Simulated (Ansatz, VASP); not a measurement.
**One calculation of SnTe, two programs**

```
Sn Te
1.0
     0.00000    3.09206    3.09206
     3.09206    0.00000    3.09206
     3.09206    3.09206    0.00000
Sn Te
1 1
Direct
  0.00000 0.00000 0.00000
  0.50000 0.50000 0.50000
```

Change from the starting cell: volume scaled by 0.94.

Alike in both runs: task single point; functional LDA; k mesh 11 × 11 × 11; occupations fermi-dirac, width 0.08 eV; no spin polarisation.

```csv
,VASP,Ansatz
version,VASP 6.6.1,Ansatz 0.2.0
potentials or method,"VASP PAW LDA potentials, release 64 (Sn_d, Te), cutoff 520 eV","all-electron LAPW, scalar-relativistic"
```

Ansatz gave:

* pressure (GPa): 1.3

Problem. Estimate VASP's values.

Solution. Pressure (GPa): 1.4.

LDA's correlation is that of Perdew and Zunger in VASP and of Perdew and Wang (1992) in Ansatz. Ansatz ran all-electron here, and VASP with PAW potentials.

Spin-orbit coupling is off throughout.
